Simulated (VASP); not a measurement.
# MgO (I4/mmm) in VASP: a series of runs

MgO is run at these levels: PBE, r2SCAN; tasks: single point.

All numbers are computed with VASP 6.6.1; they aren't measurements. Logs are shortened: lines on timing, memory, paths and dates and some standing lists are left out, and cuts for length are marked.

## Step 1: The cell of the first run

Symmetry: I4/mmm, No. 139, tetragonal system. Conventional cell: a = 3.108 Å, b = 3.108 Å, c = 4.204 Å, α = 90.00°, β = 90.00°, γ = 90.00°. Within 2.8 Å of Mg (site symmetry 4/mmm) lie 6 O at 2.10 to 2.20 Å. Within 2.8 Å of O (site symmetry 4/mmm) lie 6 Mg at 2.10 to 2.20 Å.

## Step 2: Single point, PBE (biaxial xy strain +4.6%)

The input, INCAR:

```
PREC     = Accurate       # precision mode
ENCUT    = 520            # plane-wave cutoff, eV
EDIFF    = 1E-7           # SCF threshold, eV
ISMEAR   = -1             # smearing method
SIGMA    = 0.02           # smearing width, eV
LREAL    = False          # projectors in reciprocal space
LASPH    = True           # aspherical terms in the spheres
NELM     = 80             # most SCF steps
ALGO     = Normal         # electronic algorithm
ISIF     = 2              # what is computed and relaxed
LWAVE    = False          # write WAVECAR
LCHARG   = False          # write CHGCAR
GGA      = PE             # functional
NBANDS   = 11             # bands
```

The input, KPOINTS:

```
Automatic mesh
0
Gamma
  10 10 10
```

The input, POSCAR:

```
MgO
1.0
    0.0000000000      2.1980262510      2.1021674168
    2.1980262510      0.0000000000      2.1021674168
    2.1980262510      2.1980262510      0.0000000000
Mg O
1 1
Direct
    0.0000000000      0.0000000000      0.0000000000
    0.5000000000      0.5000000000      0.5000000000
```

Potentials or basis: VASP PAW PBE potentials, release 64 (Mg, O).

Run with:

```sh
> cat potpaw_PBE.64/Mg/POTCAR potpaw_PBE.64/O/POTCAR > POTCAR
> mpirun -np 1 vasp_std > vasp.out
```

OUTCAR:

```text
PREC = Accurate
   ENCUT = 520
   EDIFF = 1E-7
   ISMEAR = -1
   LREAL = False
   LASPH = True
   NELM = 80
   ISIF = 2
   GGA = PE

 ion  position               nearest neighbor table
   1  0.000  0.000  0.000-   2 2.10   2 2.10   2 2.20   2 2.20   2 2.20   2 2.20
   2  0.500  0.500  0.500-   1 2.10   1 2.10   1 2.20   1 2.20   1 2.20   1 2.20

  LATTYP: Found a body centered tetragonal cell.
 ALAT       =     3.1084785346
 C/A-ratio  =     1.3525378370

  Lattice vectors:

 A1 = (   0.0000000000,  -2.1980262510,  -2.1021674168)
 A2 = (   0.0000000000,   2.1980262510,  -2.1021674168)
 A3 = (   2.1980262510,   0.0000000000,   2.1021674168)

Analysis of symmetry for initial positions (statically):
=====================================================================
 Subroutine PRICEL returns:
 Original cell was already a primitive cell.

 Routine SETGRP: Setting up the symmetry group for a
 body centered tetragonal supercell.

 Subroutine GETGRP returns: Found 16 space group operations
 (whereof 16 operations were pure point group operations)
 out of a pool of 16 trial point group operations.

The static configuration has the point symmetry D_4h.

Analysis of symmetry for dynamics (positions and initial velocities):
=====================================================================
 Subroutine PRICEL returns:
 Original cell was already a primitive cell.

 Routine SETGRP: Setting up the symmetry group for a
 body centered tetragonal supercell.

 Subroutine GETGRP returns: Found 16 space group operations
 (whereof 16 operations were pure point group operations)
 out of a pool of 16 trial point group operations.

The dynamic configuration has the point symmetry D_4h.

 Subroutine INISYM returns: Found 16 space group operations
 (whereof 16 operations are pure point group operations),
 and found     1 'primitive' translations

----------------------------------------------------------------------------------------

                                     Primitive cell

  volume of cell :      20.3125

  direct lattice vectors                    reciprocal lattice vectors
     0.000000000  2.198026251  2.102167417    -0.227476810  0.227476810  0.237849753
     2.198026251  0.000000000  2.102167417     0.227476810 -0.227476810  0.237849753
     2.198026251  2.198026251  0.000000000     0.227476810  0.227476810 -0.237849753

  length of vectors
     3.041451504  3.041451504  3.108478535     0.400079871  0.400079871  0.400079871

  position of ions in fractional coordinates (direct lattice)
     0.000000000  0.000000000  0.000000000
     0.500000000  0.500000000  0.500000000

  ion indices of the primitive-cell ions
   primitive index   ion index
                 1           1
                 2           2

----------------------------------------------------------------------------------------

 KPOINTS: Automatic mesh

Automatic generation of k-mesh.
 Grid dimensions read from file:
 generate k-points for:   10   10   10

 Generating k-lattice:

  Cartesian coordinates                     Fractional coordinates (reciprocal lattice)
    -0.022747681  0.022747681  0.023784975     0.100000000  0.000000000  0.000000000
     0.022747681 -0.022747681  0.023784975     0.000000000  0.100000000  0.000000000
     0.022747681  0.022747681 -0.023784975    -0.000000000 -0.000000000  0.100000000

  Length of vectors
     0.040007987  0.040007987  0.040007987

  Shift w.r.t. Gamma in fractional coordinates (k-lattice)
     0.000000000  0.000000000  0.000000000

 Subroutine IBZKPT returns following result:
 ===========================================

 Found    102 irreducible k-points:

 Following reciprocal coordinates:
            Coordinates               Weight
  0.000000  0.000000  0.000000      1.000000
  0.100000  0.000000  0.000000      8.000000
  0.200000  0.000000  0.000000      8.000000
  0.300000 -0.000000  0.000000      8.000000
  0.400000  0.000000  0.000000      8.000000
  0.500000  0.000000  0.000000      4.000000
[... 16 lines left out ...]
  0.300000  0.300000  0.000000      2.000000
  0.400000  0.300000  0.000000      8.000000
 [... further k-points ...]
   k-points           NKPTS =    102   k-points in BZ     NKDIM =    102   number of bands    NBANDS=     11
   number of dos      NEDOS =    301   number of ions     NIONS =      2
   total plane-waves  NPLWV =  13824
   dimension x,y,z NGX =    24 NGY =   24 NGZ =   24
   dimension x,y,z NGXF=    48 NGYF=   48 NGZF=   48
   ions per type =               1   1
   NGX,Y,Z   is equivalent  to a cutoff of  13.12, 13.12, 12.84 a.u.
   NGXF,Y,Z  is equivalent  to a cutoff of  26.24, 26.24, 25.67 a.u.
 SYSTEM =  unknown system
   PREC   = accura    normal or accurate (medium, high low for compatibility)
   ISTART =      0    job   : 0-new  1-cont  2-samecut
   ICHARG =      2    charge: 1-file 2-atom 10-const
   ISPIN  =      1    spin polarized calculation?
   LNONCOLLINEAR =      F non collinear calculations
   LSORBIT =      F    spin-orbit coupling
   LASPH  =      T    aspherical Exc in radial PAW
   ENCUT  =  520.0 eV  38.22 Ry    6.18 a.u.   5.66  5.66  5.78*2*pi/ulx,y,z
   NELM   =     80;   NELMIN=  2; NELMDL= -5     # of ELM steps
   EDIFF  = 0.1E-06   stopping-criterion for ELM
   LREAL  =      F    real-space projection
   EDIFFG = 0.1E-05   stopping-criterion for IOM
   NSW    =      0    number of steps for IOM
   IBRION =     -1    ionic relax: 0-MD 1-quasi-New 2-CG
   NFREE  =      0    steps in history (QN), initial steepest desc. (CG)
   ISIF   =      2    stress and relaxation
   ISYM   =      2    0-nonsym 1-usesym 2-fastsym
   POTIM  = 0.5000    time-step for ionic-motion
   TEBEG  =    0.0;   TEEND  =   0.0 temperature during run
   PSTRESS=    0.0 pullay stress
   NELECT =       8.0000    total number of electrons
   NUPDOWN=      -1.0000    fix difference up-down
   EMIN   =  10.00;   EMAX   =-10.00  energy-range for DOS
   EFERMI =   0.00;   METHOD = LEGACY
   ISMEAR =    -1;   SIGMA  =   0.02  broadening in eV -4-tet -1-fermi 0-gaus
   EFERMI_NEDOS =   21; number of points for ismear=-14 and -15
   IALGO  =     38    algorithm
   IMIX   =      4    mixing-type and parameters
     AMIX     =   0.40;   BMIX     =  1.00
     AMIX_MAG =   1.60;   BMIX_MAG =  1.00
  volume/ion in A,a.u.               =      10.16        68.54
  Fermi-wavevector in a.u.,A,eV,Ry     =   1.200007  2.267685 19.592621  1.440017
  Thomas-Fermi vector in A             =   2.335855
   LORBIT       =      0    0 simple, 1 ext, 2 COOP (PROOUT), +10 PAW based schemes
   GGA     = PE    functional components
   LHFCALC =     F    Hartree Fock is set to
   AEXX    =    0.0000 exact exchange contribution
   IVDW    =     0    specifies the selected vdW correction
   LEPSILON=     F    determine dielectric tensor
   LRPA    =     F    only Hartree local field effects (RPA)
 non-spin polarized calculation
  energy-cutoff  :      520.00
  volume of cell :       20.31
 maximum number of plane-waves:       560
   NGX = 11   NGY = 11   NGZ = 11

 number of electron       7.9999996 magnetization

 Free energy of the ion-electron system (eV)
  ---------------------------------------------------
  ext. energy  EPLUGINS =         0.00000000
  ---------------------------------------------------
  free energy    TOTEN  =       -11.87170440 eV

  energy without entropy =      -11.87170440  energy(sigma->0) =      -11.87170440

 E-fermi :   3.0492     XC(G=0): -10.6861

 val. band max:        2.6202684678   @ k =   0.0000   0.0000   0.0000
 cond. band min:       6.5306396258   @ k =   0.0000   0.0000   0.0000
 fundamental gap:      3.9103711580
 Fermi energy:         3.0492138451

 k-point     1 :       0.0000    0.0000    0.0000
  band No.  band energies     occupation
      1     -14.2758      2.00000
      2       2.5039      2.00000
      3       2.6203      2.00000
      4       2.6203      2.00000
      5       6.5306      0.00000
      6      17.7853      0.00000
      7      17.7853      0.00000
      8      18.2223      0.00000
      9      21.6378      0.00000
     10      22.6083      0.00000
     11      24.0126      0.00000

 k-point     2 :       0.1000    0.0000    0.0000
  band No.  band energies     occupation
      1     -14.1849      2.00000
      2       1.9380      2.00000
      3       2.4985      2.00000
      4       2.5536      2.00000
      5       7.1686      0.00000
      6      16.6910      0.00000
      7      17.9752      0.00000
      8      18.2974      0.00000
      9      21.8603      0.00000
     10      22.8772      0.00000
     11      23.2402      0.00000

 k-point     3 :       0.2000    0.0000    0.0000
  band No.  band energies     occupation
      1     -13.9358      2.00000
      2       0.7035      2.00000
      3       2.3662      2.00000
      4       2.3848      2.00000
      5       8.3683      0.00000
      6      15.1540      0.00000
      7      18.2435      0.00000
      8      18.7567      0.00000
      9      21.3434      0.00000
     10      22.0903      0.00000
     11      23.6334      0.00000

 k-point     4 :       0.3000   -0.0000    0.0000
  band No.  band energies     occupation
      1     -13.6031      2.00000
      2      -0.4993      2.00000
      3       2.1867      2.00000
      4       2.2127      2.00000
      5       9.3726      0.00000
      6      14.3067      0.00000
      7      18.0628      0.00000
      8      18.8973      0.00000
      9      22.0060      0.00000
     10      22.2766      0.00000
     11      23.1072      0.00000
[... 239 lines left out ...]
 k-point    22 :      -0.2000    0.2000    0.0000
  band No.  band energies     occupation
      1     -13.5240      2.00000
      2      -0.2055      2.00000
      3       1.3301      2.00000
      4       2.1869      2.00000
      5      10.2326      0.00000
      6      14.2697      0.00000
      7      16.7153      0.00000
      8      18.9898      0.00000
      9      20.2382      0.00000
     10      22.9645      0.00000
     11      26.6186      0.00000

 k-point    23 :       0.3000    0.3000    0.0000
  band No.  band energies     occupation
      1     -13.3742      2.00000
      2      -0.3637      2.00000
      3       1.6593      2.00000
      4       1.6593      2.00000
      5      10.6108      0.00000
      6      12.6332      0.00000
      7      16.6390      0.00000
      8      19.2143      0.00000
      9      19.2143      0.00000
     10      25.3473      0.00000
     11      28.9013      0.00000

 k-point    24 :       0.4000    0.3000    0.0000
  band No.  band energies     occupation
      1     -13.1638      2.00000
      2      -0.7171      2.00000
      3       1.3423      2.00000
      4       1.5101      2.00000
      5      11.3447      0.00000
      6      12.2791      0.00000
      7      15.7495      0.00000
      8      19.3510      0.00000
      9      19.6108      0.00000
     10      26.1173      0.00000
     11      28.3866      0.00000

 [... further k-points ...]

------------------------ aborting loop because EDIFF is reached ----------------------------------------

  FORCE on cell =-STRESS in cart. coord.  units (eV):
  Direction    XX          YY          ZZ          XY          YZ          ZX
  --------------------------------------------------------------------------------------
  -------------------------------------------------------------------------------------
  Total       -1.2016099     -1.2016099     -0.4222966      0.0000000      0.0000000     -0.0000000
  in kB      -94.7787617    -94.7787617    -33.3092707      0.0000000      0.0000000     -0.0000000
  external PRESSURE =     -74.2889314 kB  Pullay stress =       0.0000000 kB

 VOLUME and BASIS-vectors are now :
 -----------------------------------------------------------------------------
  energy-cutoff  :      520.00
  volume of cell :       20.31
      direct lattice vectors                 reciprocal lattice vectors
     0.000000000  2.198026251  2.102167417    -0.227476810  0.227476810  0.237849753
     2.198026251  0.000000000  2.102167417     0.227476810 -0.227476810  0.237849753
     2.198026251  2.198026251  0.000000000     0.227476810  0.227476810 -0.237849753

 POSITION                                       TOTAL-FORCE (eV/Angst)
 -----------------------------------------------------------------------------------
      0.00000      0.00000      0.00000         0.000000      0.000000      0.000000
      2.19803      2.19803      2.10217        -0.000000      0.000000     -0.000000
 -----------------------------------------------------------------------------------
    total drift:                               -0.000000     -0.000000      0.000000

  FREE ENERGIE OF THE ION-ELECTRON SYSTEM (eV)
  ---------------------------------------------------
  free  energy   TOTEN  =       -11.8717043964 eV

  energy  without entropy=      -11.8717043964  energy(sigma->0) =      -11.87170440
```

Run time: 7.7 s. Hardware: 1 thread of Intel Xeon 6975P-C, shared host; peak memory 0.15 GiB.

Results:

```
Free energy            : -11.8717 eV
Pressure               : -7.4 GPa
Band gap on the k mesh : 3.91 eV, direct
```

Levels at points of the mesh, in eV from the valence-band top:
```tsv
k point	band 1	band 2	band 3	band 4	band 5	band 6	band 7	band 8
(0.00, 0.00, 0.00)	-16.90	-0.12	0.00	0.00	3.91	15.16	15.16	15.60
(0.50, 0.00, 0.00)	-15.81	-4.30	-0.64	-0.57	7.33	11.62	14.97	15.96
(0.50, 0.50, 0.00)	-15.52	-3.69	-1.38	-1.38	8.69	9.07	12.59	17.36
(0.50, 0.00, 0.50)	-15.62	-3.83	-1.35	-1.08	9.07	9.14	12.00	17.48
```

Caveat: the cell differs from its parent crystal (biaxial xy strain +4.6%).

## Step 3: Single point, r2SCAN (biaxial xy strain +4.6%)

POSCAR is that of step 2.

The input, INCAR.step1:

```
ALGO     = Normal         # electronic algorithm
EDIFF    = 1E-4           # SCF threshold, eV
ENCUT    = 520            # plane-wave cutoff, eV
GGA      = PE             # functional
ISMEAR   = 0              # smearing method
LASPH    = T              # aspherical terms in the spheres
LCHARG   = F              # write CHGCAR
LREAL    = F              # projectors in reciprocal space
LWAVE    = T              # write WAVECAR
NBANDS   = 11             # bands
NELM     = 100            # most SCF steps
PREC     = Accurate       # precision mode
SIGMA    = 0.01           # smearing width, eV
```

The input, INCAR.step2:

```
ALGO     = Normal         # electronic algorithm
EDIFF    = 1E-6           # SCF threshold, eV
ENCUT    = 520            # plane-wave cutoff, eV
ISIF     = 2              # what is computed and relaxed
ISMEAR   = 0              # smearing method
ISTART   = 1            
LASPH    = T              # aspherical terms in the spheres
LCHARG   = F              # write CHGCAR
LMIXTAU  = T            
LREAL    = F              # projectors in reciprocal space
LWAVE    = F              # write WAVECAR
METAGGA  = R2SCAN         # meta-GGA
NBANDS   = 11             # bands
NELM     = 100            # most SCF steps
PREC     = Accurate       # precision mode
SIGMA    = 0.01           # smearing width, eV
```

The input, KPOINTS:

```
k-points
0
Gamma
  10 10 10
```

Potentials or basis: VASP PAW PBE potentials, release 64 (Mg, O).

Run with:

```sh
> cat potpaw_PBE.64/Mg/POTCAR potpaw_PBE.64/O/POTCAR > POTCAR
> cp INCAR.step1 INCAR
> mpirun -np 1 vasp_std > vasp.out
> cp INCAR.step2 INCAR
> mpirun -np 1 vasp_std > vasp.out
```

OUTCAR:

```text
EDIFF = 1E-6
   ENCUT = 520
   ISIF = 2
   ISMEAR = 0
   ISTART = 1
   LASPH = T
   LREAL = F
   METAGGA = R2SCAN
   NELM = 100
   PREC = Accurate

 ion  position               nearest neighbor table
   1  0.000  0.000  0.000-   2 2.10   2 2.10   2 2.20   2 2.20   2 2.20   2 2.20
   2  0.500  0.500  0.500-   1 2.10   1 2.10   1 2.20   1 2.20   1 2.20   1 2.20

  LATTYP: Found a body centered tetragonal cell.
 ALAT       =     3.1084785346
 C/A-ratio  =     1.3525378370

  Lattice vectors:

[... 523 lines left out ...]
------------------------ aborting loop because EDIFF is reached ----------------------------------------

  FORCE on cell =-STRESS in cart. coord.  units (eV):
  Direction    XX          YY          ZZ          XY          YZ          ZX
  --------------------------------------------------------------------------------------
  -------------------------------------------------------------------------------------
  Total       -1.8866498     -1.8866498     -1.1346864      0.0000000      0.0000000     -0.0000000
  in kB     -148.8123017   -148.8123017    -89.5000714      0.0000000      0.0000000     -0.0000000
  external PRESSURE =    -129.0415583 kB  Pullay stress =       0.0000000 kB

 VOLUME and BASIS-vectors are now :
 -----------------------------------------------------------------------------
  energy-cutoff  :      520.00
  volume of cell :       20.31
      direct lattice vectors                 reciprocal lattice vectors
     0.000000000  2.198026251  2.102167417    -0.227476810  0.227476810  0.237849753
     2.198026251  0.000000000  2.102167417     0.227476810 -0.227476810  0.237849753
     2.198026251  2.198026251  0.000000000     0.227476810  0.227476810 -0.237849753

 POSITION                                       TOTAL-FORCE (eV/Angst)
 -----------------------------------------------------------------------------------
      0.00000      0.00000      0.00000         0.000000      0.000000     -0.000000
      2.19803      2.19803      2.10217        -0.000000     -0.000000      0.000000
 -----------------------------------------------------------------------------------
    total drift:                               -0.000000     -0.000000      0.000000

  FREE ENERGIE OF THE ION-ELECTRON SYSTEM (eV)
  ---------------------------------------------------
  free  energy   TOTEN  =       -16.0684647083 eV

  energy  without entropy=      -16.0684647083  energy(sigma->0) =      -16.06846471
```

OSZICAR.step1:

```text
N       E                     dE             d eps       ncg     rms          rms(c)
DAV:   1     0.152856662258E+02    0.15286E+02   -0.44913E+03  2532   0.638E+02
DAV:   2    -0.127858016141E+02   -0.28071E+02   -0.26800E+02  2580   0.135E+02
DAV:   3    -0.134387757817E+02   -0.65297E+00   -0.65239E+00  2714   0.186E+01
DAV:   4    -0.134404424475E+02   -0.16667E-02   -0.16666E-02  2475   0.108E+00
DAV:   5    -0.134404482531E+02   -0.58056E-05   -0.58056E-05  2550   0.631E-02    0.719E+00
DAV:   6    -0.118967686768E+02    0.15437E+01   -0.95266E+00  2349   0.164E+01    0.238E+00
DAV:   7    -0.118789899633E+02    0.17779E-01   -0.83981E-02  2451   0.234E+00    0.136E+00
DAV:   8    -0.118722856499E+02    0.67043E-02   -0.35145E-02  2340   0.206E+00    0.280E-01
DAV:   9    -0.118717527250E+02    0.53292E-03   -0.77672E-04  2598   0.195E-01    0.155E-01
DAV:  10    -0.118717018596E+02    0.50865E-04   -0.61526E-04  2382   0.185E-01
   1 F= -.11871702E+02 E0= -.11871702E+02  d E =-.547581E-67
```

Wall time 46 s (1 thread of Intel Xeon 6975P-C, shared host); peak memory 0.16 GiB.

Results:

```yaml
Free_energy: -16.0685 eV
Pressure: -12.9 GPa
Band_gap_on_the_k_mesh: 4.75 eV, direct
```

Stress tensor (GPa, compression positive):
```
-14.88   0.00   0.00
  0.00 -14.88   0.00
  0.00   0.00  -8.95
```

Levels at points of the mesh, in eV from the valence-band top:
```tsv
k point	band 1	band 2	band 3	band 4	band 5	band 6	band 7	band 8
(0.00, 0.00, 0.00)	-17.84	-0.12	0.00	0.00	4.75	16.18	16.18	16.62
(0.50, 0.00, 0.00)	-16.78	-4.29	-0.66	-0.59	8.21	12.77	16.04	17.06
(0.50, 0.50, 0.00)	-16.50	-3.71	-1.41	-1.41	9.57	10.12	13.74	18.70
(0.50, 0.00, 0.50)	-16.60	-3.84	-1.38	-1.10	10.04	10.13	13.14	18.81
```

Caveat: the cell differs from its parent crystal (biaxial xy strain +4.6%); the PAW data sets were made with another functional, which shifts forces and pressure a little.

[end of part 1 of 2]
